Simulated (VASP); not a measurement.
Crystal: HfN.

```
Hf N
1.0
     0.00000    2.45482    2.45482
     2.45482    0.00000    2.45482
     2.45482    2.45482    0.00000
Hf N
1 1
Direct
  0.00000 0.00000 0.00000
  0.25000 0.25000 0.25000
```

- Program: VASP 6.6.1
- Task: relaxation of cell and atoms
- Functional: r2SCAN
- Potentials or basis: VASP PAW PBE potentials, release 64 (Hf_pv, N)
- Cutoff: 600 eV
- k mesh: 9 × 9 × 9
- Occupations: fermi-dirac, width 0.05 eV
- Spin: no spin polarisation

At the start: pressure -3.5 GPa; volume 14.79 Å³/atom.

Q: How do energy, volume and symmetry change on relaxing?

A: Over 3 steps the energy falls by 2.9 meV/atom and the volume is 14.54 Å³/atom (-1.7 %); space group F-43m (No. 216, to 0.05 Å).

The path:
```tsv
step	energy change (eV)	largest force (eV/Å)	pressure (GPa)	volume (Å³)
1	0.0000	0.0000	-3.53	29.59
2	0.0116	0.0000	6.66	28.21
3	-0.0058	0.0000	-0.04	29.07
```

Final structure:
```xyz
2
Lattice="0.0000 2.4406 2.4406 2.4406 0.0000 2.4406 2.4406 2.4406 0.0000" Properties=species:S:1:pos:R:3 pbc="T T T"
Hf    0.0000    0.0000    0.0000
N     1.2203    1.2203    1.2203
```

Caveat: the PAW data sets were made with another functional, which shifts forces and pressure a little.
